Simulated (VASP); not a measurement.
Here is a VASP 6.6.1 calculation.

Contents of INCAR:

```
  ALGO = Normal
  EDIFF = 1E-7
  ENCUT = 520
  GGA = PE
  ISIF = 2
  ISMEAR = 0
  LASPH = T
  LCHARG = T
  LELF = T
  LREAL = F
  LVHAR = T
  LWAVE = F
  NBANDS = 18
  NELM = 60
  PREC = Accurate
  SIGMA = 0.15
```

Contents of KPOINTS:

```
k-points
0
Gamma
  14 14 14
```

The input POSCAR:

```
BiTe
1.0
    0.0202187500      3.2350000000      3.2350000000
    3.2350000000      0.0202187500      3.2350000000
    3.2552187500      3.2552187500      0.0000000000
Bi Te
1 1
Direct
    0.0000000000      0.0000000000      0.0000000000
    0.5000000000      0.5000000000      0.5000000000
```

Potentials or basis: VASP PAW PBE potentials, release 64 (Bi_d, Te).

Command:

```bash
$ cat potpaw_PBE.64/Bi_d/POTCAR potpaw_PBE.64/Te/POTCAR > POTCAR
$ mpirun -np 1 vasp_std > vasp.out
```

Task: What does it give for the band gap on the k mesh?

Result: Zero (an odd number of electrons rules out a gap without spin polarisation).

Task: Estimate the pressure.

Result: 0.7 GPa.

Caveat: the cell differs from its parent crystal (strain +0.0125 x Voigt [0, 0, 0, 0, 0, 1]); spin-orbit coupling is left out, which moves the levels of the heavy elements.
